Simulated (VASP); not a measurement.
Wanted: the native input for a VASP 6.6.1 run.

* Task: single point
* Functional: PBE
* Potentials or basis: VASP PAW PBE potentials, release 64 (Mn_pv, Cu, As)
* Cutoff: 520 eV
* k mesh: 6 × 6 × 4
* Occupations: gaussian, width 0.1 eV
* Spin: collinear spin, antiferromagnetic start
* Starting moments: [3.5, -3.5, 0.0, 0.0, 0.0, 0.0] μB
* Dipole correction: no
* Further INCAR settings: ALGO = Normal; EDIFF = 1e-06; NBANDS = 42

The structure of MnCuAs (base) lies in POSCAR:

```
MnCuAs
1.0
    3.6994910000      0.0000000000      0.0000000000
    0.0000000000      3.6994910000      0.0000000000
    0.0000000000      0.0000000000      6.4084220000
Mn Cu As
2 2 2
Direct
    0.0000000000      0.5000000000      0.1640200000
    0.5000000000      0.0000000000      0.8359800000
    0.0000000000      0.0000000000      0.5000000000
    0.5000000000      0.5000000000      0.5000000000
    0.0000000000      0.5000000000      0.7762460000
    0.5000000000      0.0000000000      0.2237540000
```

The input as run:

INCAR

```
PREC = Accurate
ENCUT = 520
EDIFF = 1E-6
ISMEAR = 0
SIGMA = 0.1
LREAL = False
LASPH = True
NELM = 150
ALGO = Normal
ISIF = 2
LWAVE = False
LCHARG = False
ISPIN = 2
MAGMOM = 3.5 -3.5 0 0 0 0
LORBIT = 11
LMAXMIX = 4
GGA = PE
NBANDS = 42
```

KPOINTS

```
regular mesh
0
Gamma
  6 6 4
```

Potentials or basis: VASP PAW PBE potentials, release 64 (Mn_pv, Cu, As).

The run is started by

```bash
$ cat potpaw_PBE.64/Mn_pv/POTCAR potpaw_PBE.64/Cu/POTCAR potpaw_PBE.64/As/POTCAR > POTCAR
$ mpirun -np 1 vasp_std > vasp.out
```

It gave:

- Pressure: -0.1 GPa
- Largest force: 0.442 eV/Å
- Band gap on the k mesh: zero (filled and empty bands overlap)
- Net moment: 0.00 μB per cell
- Site moments: Mn +3.47, -3.47; Cu +0.00; As +0.01, -0.01 μB
- Valence electrons inside the program's atomic spheres: Mn 11.52; Cu 9.99; As 2.81

It took 2.2 min on 1 thread of Intel(R) Xeon(R) Platinum 8488C (Sapphire Rapids), on a shared host, peak memory 0.32 GiB.
